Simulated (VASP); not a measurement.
# Nb3Te8Mo (P-6m2) in VASP: further runs, part 2 of 2

VASP 6.6.1. The steps go on from the part before.

## (3) Single point, PBE

This run uses another cell than the first one, of 28.41 Å³/atom.

Input file INCAR:

```
SYSTEM = Nb3Te8Mo
PREC = Accurate
ENCUT = 520
EDIFF = 1E-7
ISMEAR = 0
SIGMA = 0.1
LREAL = .False.
LASPH = .True.
NELM = 60
ALGO = Normal
ISIF = 2
LWAVE = .False.
LCHARG = .True.
GGA = PE
LELF = .True.
LVHAR = .True.
NBANDS = 62
```

Input file KPOINTS:

```
regular mesh
0
Gamma
  6 6 1
  0 0 0
```

Input file POSCAR:

```
Nb3Te8Mo
1.0
    3.6617052472      0.0000000029      0.0000000000
   -1.8308526261      3.1711297638      0.0000000000
    0.0000000000      0.0000000000     29.3590972530
Nb Te Mo
3 8 1
Direct
    0.3333333333      0.6666666667      0.7497339690
    0.3333333333      0.6666666667      0.2502660310
    0.6666666667      0.3333333333      0.0000000000
    0.3333333333      0.6666666667      0.9369814981
    0.3333333333      0.6666666667      0.4397038036
    0.6666666667      0.3333333333      0.6865237821
    0.6666666667      0.3333333333      0.1873407724
    0.3333333333      0.6666666667      0.0630185019
    0.3333333333      0.6666666667      0.5602961964
    0.6666666667      0.3333333333      0.8126592276
    0.6666666667      0.3333333333      0.3134762179
    0.6666666667      0.3333333333      0.5000000000
```

Potentials or basis: VASP PAW PBE potentials, release 64 (Nb_sv, Te, Mo_sv).

Started as:

```
cat potpaw_PBE.64/Nb_sv/POTCAR potpaw_PBE.64/Te/POTCAR potpaw_PBE.64/Mo_sv/POTCAR > POTCAR
mpirun -np 1 vasp_std > vasp.out
```

OUTCAR:

```text
SYSTEM = Nb3Te8Mo
   PREC = Accurate
   ENCUT = 520
   EDIFF = 1E-7
   ISMEAR = 0
   LREAL = .False.
   LASPH = .True.
   NELM = 60
   ISIF = 2
   GGA = PE

 ion  position               nearest neighbor table
   1  0.333  0.667  0.750-  10 2.81  10 2.81  10 2.81   6 2.81   6 2.81   6 2.81
   2  0.333  0.667  0.250-   7 2.81   7 2.81   7 2.81  11 2.81  11 2.81  11 2.81
   3  0.667  0.333  0.000-   4 2.81   8 2.81   4 2.81   8 2.81   4 2.81   8 2.81
   4  0.333  0.667  0.937-   3 2.81   3 2.81   3 2.81
   5  0.333  0.667  0.440-  12 2.76  12 2.76  12 2.76   9 3.54
   6  0.667  0.333  0.687-   1 2.81   1 2.81   1 2.81
   7  0.667  0.333  0.187-   2 2.81   2 2.81   2 2.81
   8  0.333  0.667  0.063-   3 2.81   3 2.81   3 2.81
   9  0.333  0.667  0.560-  12 2.76  12 2.76  12 2.76   5 3.54
  10  0.667  0.333  0.813-   1 2.81   1 2.81   1 2.81
  11  0.667  0.333  0.313-   2 2.81   2 2.81   2 2.81
  12  0.667  0.333  0.500-   5 2.76   9 2.76   5 2.76   9 2.76   5 2.76   9 2.76

  LATTYP: Found a hexagonal cell.
 ALAT       =     3.6617052472
 C/A-ratio  =     8.0178756265

  Lattice vectors:

 A1 = (   3.6617052472,   0.0000000029,   0.0000000000)
 A2 = (  -1.8308526261,   3.1711297638,   0.0000000000)
 A3 = (   0.0000000000,   0.0000000000,  29.3590972530)

Analysis of symmetry for initial positions (statically):
=====================================================================
 Subroutine PRICEL returns:
 Original cell was already a primitive cell.

 Routine SETGRP: Setting up the symmetry group for a
 hexagonal supercell.

 Subroutine GETGRP returns: Found 12 space group operations
 (whereof 12 operations were pure point group operations)
 out of a pool of 24 trial point group operations.

The static configuration has the point symmetry D_3h.

Analysis of symmetry for dynamics (positions and initial velocities):
=====================================================================
 Subroutine PRICEL returns:
 Original cell was already a primitive cell.

 Routine SETGRP: Setting up the symmetry group for a
 hexagonal supercell.

 Subroutine GETGRP returns: Found 12 space group operations
 (whereof 12 operations were pure point group operations)
 out of a pool of 24 trial point group operations.

The dynamic configuration has the point symmetry D_3h.

 Subroutine INISYM returns: Found 12 space group operations
 (whereof 12 operations are pure point group operations),
 and found     1 'primitive' translations

----------------------------------------------------------------------------------------

                                     Primitive cell

  volume of cell :     340.9103

  direct lattice vectors                    reciprocal lattice vectors
     3.661705247  0.000000003  0.000000000     0.273096804  0.157672513  0.000000000
    -1.830852626  3.171129764  0.000000000    -0.000000000  0.315345027  0.000000000
     0.000000000  0.000000000 29.359097253     0.000000000  0.000000000  0.034060993

  length of vectors
[... 65 lines left out ...]
  0.333333  0.333333  0.000000      2.000000
   k-points           NKPTS =      7   k-points in BZ     NKDIM =      7   number of bands    NBANDS=     62
   number of dos      NEDOS =    301   number of ions     NIONS =     12
   total plane-waves  NPLWV = 175616
   dimension x,y,z NGX =    28 NGY =   28 NGZ =  224
   dimension x,y,z NGXF=    56 NGYF=   56 NGZF=  448
   ions per type =               3   8   1
   NGX,Y,Z   is equivalent  to a cutoff of  12.71, 12.71, 12.68 a.u.
   NGXF,Y,Z  is equivalent  to a cutoff of  25.42, 25.42, 25.37 a.u.
 SYSTEM =  Nb3Te8Mo
   PREC   = accura    normal or accurate (medium, high low for compatibility)
   ISTART =      0    job   : 0-new  1-cont  2-samecut
   ICHARG =      2    charge: 1-file 2-atom 10-const
   ISPIN  =      1    spin polarized calculation?
   LNONCOLLINEAR =      F non collinear calculations
   LSORBIT =      F    spin-orbit coupling
   LASPH  =      T    aspherical Exc in radial PAW
   ENCUT  =  520.0 eV  38.22 Ry    6.18 a.u.   6.81  6.81 54.59*2*pi/ulx,y,z
   NELM   =     60;   NELMIN=  2; NELMDL= -5     # of ELM steps
   EDIFF  = 0.1E-06   stopping-criterion for ELM
   LREAL  =      F    real-space projection
   EDIFFG = 0.1E-05   stopping-criterion for IOM
   NSW    =      0    number of steps for IOM
   IBRION =     -1    ionic relax: 0-MD 1-quasi-New 2-CG
   NFREE  =      0    steps in history (QN), initial steepest desc. (CG)
   ISIF   =      2    stress and relaxation
   ISYM   =      2    0-nonsym 1-usesym 2-fastsym
   POTIM  = 0.5000    time-step for ionic-motion
   TEBEG  =    0.0;   TEEND  =   0.0 temperature during run
   PSTRESS=    0.0 pullay stress
   NELECT =     101.0000    total number of electrons
   NUPDOWN=      -1.0000    fix difference up-down
   EMIN   =  10.00;   EMAX   =-10.00  energy-range for DOS
   EFERMI =   0.00;   METHOD = LEGACY
   ISMEAR =     0;   SIGMA  =   0.10  broadening in eV -4-tet -1-fermi 0-gaus
   EFERMI_NEDOS =   21; number of points for ismear=-14 and -15
   IALGO  =     38    algorithm
   IMIX   =      4    mixing-type and parameters
     AMIX     =   0.40;   BMIX     =  1.00
     AMIX_MAG =   1.60;   BMIX_MAG =  1.00
  volume/ion in A,a.u.               =      28.41       191.71
  Fermi-wavevector in a.u.,A,eV,Ry     =   1.091361  2.062374 16.205487  1.191070
  Thomas-Fermi vector in A             =   2.227605
   LORBIT       =      0    0 simple, 1 ext, 2 COOP (PROOUT), +10 PAW based schemes
   GGA     = PE    functional components
   LHFCALC =     F    Hartree Fock is set to
   AEXX    =    0.0000 exact exchange contribution
   IVDW    =     0    specifies the selected vdW correction
   LEPSILON=     F    determine dielectric tensor
   LRPA    =     F    only Hartree local field effects (RPA)
 non-spin polarized calculation
 Gauss-broadening in eV      SIGMA  =   0.10
  energy-cutoff  :      520.00
  volume of cell :      340.91
 maximum number of plane-waves:      9206
 NGX is ok and might be reduce to    28
   NGX = 13   NGY = 13   NGZ =109

 number of electron     100.9999999 magnetization

 Free energy of the ion-electron system (eV)
  ---------------------------------------------------
  ext. energy  EPLUGINS =         0.00000000
  ---------------------------------------------------
  free energy    TOTEN  =       -71.46030645 eV

  energy without entropy =      -71.41247618  energy(sigma->0) =      -71.43639132

 E-fermi :   6.6942     XC(G=0):  -9.7676

 val. band max:        6.6615120173   @ k =   0.1667   0.0000   0.0000
 cond. band min:       6.7284468875   @ k =   0.3333   0.1667   0.0000
 fundamental gap:      0.0669348702
 Fermi energy:         6.6941859115

 k-point     1 :       0.0000    0.0000    0.0000
  band No.  band energies     occupation
      1     -54.2799      2.00000
      2     -48.2846      2.00000
      3     -48.2846      2.00000
      4     -48.2713      2.00000
      5     -28.3761      2.00000
      6     -28.3431      2.00000
[... 444 lines left out ...]
     61       9.4373      0.00000
     62       9.5961      0.00000

------------------------ aborting loop because EDIFF is reached ----------------------------------------

  FORCE on cell =-STRESS in cart. coord.  units (eV):
  Direction    XX          YY          ZZ          XY          YZ          ZX
  --------------------------------------------------------------------------------------
  -------------------------------------------------------------------------------------
  Total       -0.4473704     -0.4473704      0.0771768     -0.0000000      0.0000000      0.0000000
  in kB       -2.1025082     -2.1025082      0.3627083     -0.0000000      0.0000000      0.0000000
  external PRESSURE =      -1.2807693 kB  Pullay stress =       0.0000000 kB

 VOLUME and BASIS-vectors are now :
 -----------------------------------------------------------------------------
  energy-cutoff  :      520.00
  volume of cell :      340.91
      direct lattice vectors                 reciprocal lattice vectors
     3.661705247  0.000000003  0.000000000     0.273096804  0.157672513  0.000000000
    -1.830852626  3.171129764  0.000000000    -0.000000000  0.315345027  0.000000000
     0.000000000  0.000000000 29.359097253     0.000000000  0.000000000  0.034060993

 POSITION                                       TOTAL-FORCE (eV/Angst)
 -----------------------------------------------------------------------------------
     -0.00000      2.11409     22.01151        -0.000000      0.000000     -0.026198
     -0.00000      2.11409      7.34758         0.000000      0.000000      0.026198
      1.83085      1.05704      0.00000        -0.000000      0.000000     -0.000000
     -0.00000      2.11409     27.50893         0.000000     -0.000000     -0.021729
     -0.00000      2.11409     12.90931        -0.000000     -0.000000     -0.015521
      1.83085      1.05704     20.15572         0.000000     -0.000000      0.014523
      1.83085      1.05704      5.50016         0.000000     -0.000000     -0.014502
     -0.00000      2.11409      1.85017         0.000000     -0.000000      0.021729
     -0.00000      2.11409     16.44979        -0.000000     -0.000000      0.015521
      1.83085      1.05704     23.85894         0.000000     -0.000000      0.014502
      1.83085      1.05704      9.20338         0.000000     -0.000000     -0.014523
      1.83085      1.05704     14.67955         0.000000     -0.000000     -0.000000
 -----------------------------------------------------------------------------------
    total drift:                                0.000000     -0.000000     -0.000000

  FREE ENERGIE OF THE ION-ELECTRON SYSTEM (eV)
  ---------------------------------------------------
  free  energy   TOTEN  =       -71.4603064513 eV

  energy  without entropy=      -71.4124761840  energy(sigma->0) =      -71.43639132
```

It took 4.4 min on 1 thread of Intel Xeon 6975P-C (Granite Rapids), shared host; peak memory 0.49 GiB.

What came out:

```yaml
Free_energy: -71.4603 eV
Pressure: -0.1 GPa
Largest_force: 0.026 eV/Å
Band_gap_on_the_k_mesh: zero (an odd number of electrons rules out a gap without spin polarisation)
```

Forces on the atoms (eV/Å):
```
Nb   0.000  0.000 -0.026
Nb   0.000  0.000  0.026
Nb   0.000  0.000  0.000
Te   0.000  0.000 -0.022
Te   0.000  0.000 -0.016
Te   0.000  0.000  0.015
Te   0.000  0.000 -0.015
Te   0.000  0.000  0.022
Te   0.000  0.000  0.016
Te   0.000  0.000  0.015
Te   0.000  0.000 -0.015
Mo   0.000  0.000  0.000
```

Levels at points of the mesh, in eV from the Fermi level:
```
           k point  band 47  band 48  band 49  band 50  band 51  band 52  band 53  band 54
(0.00, 0.00, 0.00)    -0.42    -0.38    -0.36     0.19     0.46     0.61     2.54     2.54
(0.50, 0.00, 0.00)    -0.44    -0.39    -0.38    -0.35    -0.32    -0.25     0.96     1.30
```

Caveat: spin-orbit coupling is left out, which moves the levels of the heavy elements; this functional lacks dispersion, which binds layers or chains, so the pressure and a relaxed spacing across them are unreliable; an odd number of electrons without spin polarisation forces a metal; a magnetic or distorted state may lie lower.

## (4) Single point, PBE

This run uses another cell than the first one, of 28.59 Å³/atom.

Input file INCAR:

```
  PREC = Accurate
  ENCUT = 520
  EDIFF = 1E-6
  ISMEAR = 0
  SIGMA = 0.1
  LREAL = False
  LASPH = True
  NELM = 80
  ALGO = Normal
  ISIF = 2
  LWAVE = False
  LCHARG = False
  GGA = PE
  NBANDS = 62
```

Input file KPOINTS:

```
regular mesh
0
Gamma
  6 6 1
```

Input file POSCAR:

```
Nb3Te8Mo
1.0
    3.6808099900      0.0000000000      0.0000000000
   -1.8404050000      3.1876749600      0.0000000000
    0.0000000000      0.0000000000     29.2389108100
Nb Te Mo
3 8 1
Direct
    0.3333333300      0.6666666700      0.7500000000
    0.3333333300      0.6666666700      0.2500000000
    0.6666666700      0.3333333300      0.0000000000
    0.3333333300      0.6666666700      0.9355000000
    0.3333333300      0.6666666700      0.4355000000
    0.6666666700      0.3333333300      0.6855000000
    0.6666666700      0.3333333300      0.1855000000
    0.3333333300      0.6666666700      0.0645000000
    0.3333333300      0.6666666700      0.5645000000
    0.6666666700      0.3333333300      0.8145000000
    0.6666666700      0.3333333300      0.3145000000
    0.6666666700      0.3333333300      0.5000000000
```

Started as:

```
cat potpaw_PBE.64/Nb_sv/POTCAR potpaw_PBE.64/Te/POTCAR potpaw_PBE.64/Mo_sv/POTCAR > POTCAR
mpirun -np 1 vasp_std > vasp.out
```

Run time: 4.4 min. Hardware: 1 thread of Intel Xeon 6975P-C (Granite Rapids), shared host; peak memory 0.48 GiB.

It converged, with:

| Item | Value |
| --- | --- |
| Free energy | -71.2169 eV |
| Pressure | -3.1 GPa |
| Largest force | 1.339 eV/Å |
| Band gap on the k mesh | zero (an odd number of electrons rules out a gap without spin polarisation) |

Forces in eV/Å, atoms in the order of the input:
```
Nb   0.000  0.000  0.046
Nb   0.000  0.000 -0.046
Nb   0.000  0.000  0.000
Te   0.000  0.000  0.469
Te   0.000  0.000  1.339
Te   0.000  0.000  0.450
Te   0.000  0.000  0.495
Te   0.000  0.000 -0.469
Te   0.000  0.000 -1.339
Te   0.000  0.000 -0.495
Te   0.000  0.000 -0.450
Mo   0.000  0.000  0.000
```

Stress tensor (GPa, compression positive):
```
-2.43  0.00  0.00
 0.00 -2.43  0.00
 0.00  0.00 -4.57
```

Levels at points of the mesh, in eV from the Fermi level:
```csv
k point,band 47,band 48,band 49,band 50,band 51,band 52,band 53,band 54
"(0.00, 0.00, 0.00)",-0.37,-0.37,-0.31,0.17,0.44,0.58,2.45,2.45
"(0.50, 0.00, 0.00)",-0.44,-0.39,-0.37,-0.34,-0.31,-0.21,1.09,1.38
```

Caveat: the cell stands under tension; spin-orbit coupling is left out, which moves the levels of the heavy elements; this functional lacks dispersion, which binds layers or chains, so the pressure and a relaxed spacing across them are unreliable; an odd number of electrons without spin polarisation forces a metal; a magnetic or distorted state may lie lower.

## (5) Relaxation of cell and atoms, PBE

This run uses another cell than the first one, of 28.59 Å³/atom.

Input file INCAR:

```
PREC     = Accurate       # precision mode
ENCUT    = 600            # plane-wave cutoff, eV
EDIFF    = 1E-6           # SCF threshold, eV
ISMEAR   = 0              # smearing method
SIGMA    = 0.1            # smearing width, eV
LREAL    = F              # projectors in reciprocal space
LASPH    = T              # aspherical terms in the spheres
NELM     = 80             # most SCF steps
ALGO     = Normal         # electronic algorithm
ISIF     = 3              # what is computed and relaxed
LWAVE    = F              # write WAVECAR
LCHARG   = F              # write CHGCAR
GGA      = PE             # functional
IBRION   = 2              # ionic algorithm
NSW      = 90             # ionic steps
EDIFFG   = -0.04          # ionic threshold
```

Input file KPOINTS:

```
Automatic mesh
0
Gamma
  6 6 1
```

POSCAR is that of step 4.

Started as:

```
cat potpaw_PBE.64/Nb_sv/POTCAR potpaw_PBE.64/Te/POTCAR potpaw_PBE.64/Mo_sv/POTCAR > POTCAR
mpirun -np 1 vasp_std > vasp.out
```

It took 33 min on 1 thread of Intel Xeon 6975P-C (Granite Rapids), shared host; peak memory 0.65 GiB.

Results (log left out):

| Item | Value |
| --- | --- |
| Free energy | -71.4594 eV |
| Relaxed volume | 28.00 Å³/atom |
| Relaxed cell | a = 3.651 Å, b = 3.651 Å, c = 29.108 Å, α = 90.00°, β = 90.00°, γ = 120.00° |
| Space group after relaxing (to 0.1 Å) | P-6m2 (No. 187) |
| Energy gained by relaxing | 20.3 meV/atom |
| Ionic steps | 12 |
| Pressure after relaxing | 0.1 GPa |
| Largest force after relaxing | 0.032 eV/Å |
| Band gap on the k mesh | zero (an odd number of electrons rules out a gap without spin polarisation) |

Forces on the atoms (eV/Å):
```
Nb   0.000  0.000 -0.031
Nb   0.000  0.000  0.031
Nb   0.000  0.000  0.000
Te   0.000  0.000  0.005
Te   0.000  0.000 -0.003
Te   0.000  0.000  0.032
Te   0.000  0.000  0.003
Te   0.000  0.000 -0.005
Te   0.000  0.000  0.003
Te   0.000  0.000 -0.003
Te   0.000  0.000 -0.032
Mo   0.000  0.000  0.000
```

The path:
```
step  energy change (eV)  largest force (eV/Å)  pressure (GPa)  volume (Å³)
   1              0.0000                1.3382           -3.15       343.07
   2              0.1036                1.0025            5.39       315.89
   3             -0.1971                0.6072            0.29       330.50
   4             -0.1972                0.5902            0.36       330.25
   5             -0.2278                0.2742            0.21       331.51
   6             -0.2352                0.0177            0.12       332.49
   7             -0.2365                0.0774           -0.14       333.54
   8             -0.2365                0.0739           -0.14       333.50
   9             -0.2377                0.0739           -0.06       333.47
  10             -0.2389                0.0742            0.13       333.38
  11             -0.2403                0.0568            0.13       334.03
  12             -0.2432                0.0322            0.13       335.97
```

Final structure:
```xyz
12
Lattice="3.6507 0.0000 0.0000 -1.8253 3.1616 0.0000 0.0000 0.0000 29.1085" Properties=species:S:1:pos:R:3 pbc="T T T"
Nb    0.0000    2.1077   21.8330
Nb    0.0000    2.1077    7.2755
Nb    1.8253    1.0539    0.0000
Te    0.0000    2.1077   27.2534
Te    0.0000    2.1077   12.7800
Te    1.8253    1.0539   19.9716
Te    1.8253    1.0539    5.4245
Te    0.0000    2.1077    1.8551
Te    0.0000    2.1077   16.3285
Te    1.8253    1.0539   23.6840
Te    1.8253    1.0539    9.1369
Mo    1.8253    1.0539   14.5542
```

Levels at points of the mesh, in eV from the Fermi level:
```
           k point  band 48  band 49  band 50  band 51  band 52  band 53
(0.00, 0.00, 0.00)    -0.40    -0.31     0.20     0.47     0.63     2.57
(0.50, 0.00, 0.00)    -0.40    -0.37    -0.35    -0.30    -0.22     0.99
```

Caveat: spin-orbit coupling is left out, which moves the levels of the heavy elements; this functional lacks dispersion, which binds layers or chains, so the pressure and a relaxed spacing across them are unreliable; an odd number of electrons without spin polarisation forces a metal; a magnetic or distorted state may lie lower.

## (6) Summary

| task | cell | cutoff (eV) | smearing | gap on the mesh (eV) | pressure (GPa) | largest force (eV/Å) |
| --- | --- | --- | --- | --- | --- | --- |
| single point | a = 3.656, b = 3.656, c = 29.275 Å, angles 90.0, 90.0, 120.0°, 12 atoms, atomic positions A | 520 | gaussian 0.2 eV | none | 0.0 | 0.03 |
| single point | a = 3.662, b = 3.662, c = 29.359 Å, angles 90.0, 90.0, 120.0°, 12 atoms, atomic positions B | 520 | gaussian 0.1 eV | none | -0.1 | 0.03 |
| single point | a = 3.681, b = 3.681, c = 29.239 Å, angles 90.0, 90.0, 120.0°, 12 atoms, atomic positions C | 520 | gaussian 0.1 eV | none | -3.1 | 1.34 |
| relaxation of cell and atoms | relaxed from a = 3.681, b = 3.681, c = 29.239 Å, angles 90.0, 90.0, 120.0°, 12 atoms, atomic positions C | 600 | gaussian 0.1 eV | none | 0.1 | 0.03 |

Alike in all rows: level PBE; potentials or basis VASP PAW PBE potentials, release 64 (Nb_sv, Te, Mo_sv); no spin polarisation; k mesh 6 × 6 × 1.

Caveats: spin-orbit coupling is left out, which moves the levels of the heavy elements; this functional lacks dispersion, which binds layers or chains, so the pressure and a relaxed spacing across them are unreliable; an odd number of electrons without spin polarisation forces a metal; a magnetic or distorted state may lie lower; the cell stands under tension (at least some runs).

Absolute energies hang on the potentials; compare differences alone.

The gap in the log of VASP goes by the Fermi energy; the results here count the filled bands.